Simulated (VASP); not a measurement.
Here is a VASP 6.6.1 calculation.

Contents of POSCAR:

```
MgB2
1.0
    3.0685611406      0.0000000000      0.0000000000
   -1.5342805703      2.6574519008      0.0000000000
    0.0000000000      0.0000000000      3.5116167897
Mg B
1 2
Direct
    0.0000000000      0.0000000000      0.0000000000
    0.3333333333      0.6666666667      0.5000000000
    0.6666666667      0.3333333333      0.5000000000
```

The input INCAR.step1:

```
SYSTEM = MgB2
ALGO     = Normal         ! electronic algorithm
EDIFF    = 1E-4           ! SCF threshold, eV
ENCUT    = 520            ! plane-wave cutoff, eV
GGA      = PE             ! functional
ISMEAR   = 0              ! smearing method
LASPH    = .TRUE.         ! aspherical terms in the spheres
LCHARG   = .FALSE.        ! write CHGCAR
LREAL    = .FALSE.        ! projectors in reciprocal space
LWAVE    = .TRUE.         ! write WAVECAR
NBANDS   = 11             ! bands
NELM     = 60             ! most SCF steps
PREC     = Accurate       ! precision mode
SIGMA    = 0.1            ! smearing width, eV
```

The input INCAR.step2:

```
SYSTEM = MgB2
ALGO     = Normal         ! electronic algorithm
EDIFF    = 1E-6           ! SCF threshold, eV
ENCUT    = 520            ! plane-wave cutoff, eV
ISIF     = 2              ! what is computed and relaxed
ISMEAR   = 0              ! smearing method
ISTART   = 1            
LASPH    = .TRUE.         ! aspherical terms in the spheres
LCHARG   = .FALSE.        ! write CHGCAR
LMIXTAU  = .TRUE.       
LREAL    = .FALSE.        ! projectors in reciprocal space
LWAVE    = .FALSE.        ! write WAVECAR
METAGGA  = R2SCAN         ! meta-GGA
NBANDS   = 11             ! bands
NELM     = 60             ! most SCF steps
PREC     = Accurate       ! precision mode
SIGMA    = 0.1            ! smearing width, eV
```

Contents of KPOINTS:

```
k-points
0
G
  24 24 18
  0 0 0
```

Potentials or basis: VASP PAW PBE potentials, release 64 (Mg, B).

Command:

```bash
$ cat potpaw_PBE.64/Mg/POTCAR potpaw_PBE.64/B/POTCAR > POTCAR
$ cp INCAR.step1 INCAR
$ mpirun -np 1 vasp_std > vasp.out
$ cp INCAR.step2 INCAR
$ mpirun -np 1 vasp_std > vasp.out
```

Q: Estimate the band gap on the k mesh.

A: Zero (bands 4 and 5 overlap by 4.01 eV).

Q: Predict the pressure.

A: -0.4 GPa.

Stress tensor (GPa, compression positive):
```
-0.29  0.00  0.00
 0.00 -0.29  0.00
 0.00  0.00 -0.65
```

Caveat: the PAW data sets were made with another functional, which shifts forces and pressure a little.
